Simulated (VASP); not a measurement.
A run of VASP 6.6.1 is set up as follows.

Contents of POSCAR:

```
SiC
1.0
    3.0137916203      0.0000000000      0.0000000000
   -1.5068958101      2.6100201049      0.0000000000
    0.0000000000      0.0000000000      5.0664403785
Si C
2 2
Direct
    0.3333333333      0.6666666667      0.5008914735
    0.6666666667      0.3333333333      1.0008914735
    0.3333333333      0.6666666667      0.8741085265
    0.6666666667      0.3333333333      0.3741085265
```

The input INCAR.step1:

```
PREC = Accurate
ENCUT = 520
ISMEAR = 0
SIGMA = 0.02
LREAL = False
LASPH = True
NELM = 100
NBANDS = 16
GGA = PE
ALGO = Normal
EDIFF = 1E-4
LWAVE = True
LCHARG = False
```

Contents of INCAR.step2:

```
PREC = Accurate
ENCUT = 520
EDIFF = 1E-6
ISMEAR = 0
SIGMA = 0.02
LREAL = False
LASPH = True
NELM = 100
ALGO = Normal
ISIF = 2
LWAVE = False
LCHARG = False
METAGGA = R2SCAN
LMIXTAU = True
NBANDS = 16
ISTART = 1
```

KPOINTS

```
regular mesh
0
Gamma
  12 12 6
```

Potentials or basis: VASP PAW PBE potentials, release 64 (Si, C).

Launch:

```sh
$ cat potpaw_PBE.64/Si/POTCAR potpaw_PBE.64/C/POTCAR > POTCAR
$ cp INCAR.step1 INCAR
$ mpirun -np 1 vasp_std > vasp.out
$ cp INCAR.step2 INCAR
$ mpirun -np 1 vasp_std > vasp.out
```

(1) Estimate the band gap on the k mesh.

(2) What does it give for the pressure?

Results:

(1) 2.40 eV, indirect (least direct gap 4.76 eV).

(2) 8.9 GPa.

Caveat: the cell differs from its parent crystal (biaxial strain in the a-b plane: -2.0 %, then relaxed in part); the PAW data sets were made with another functional, which shifts forces and pressure a little.
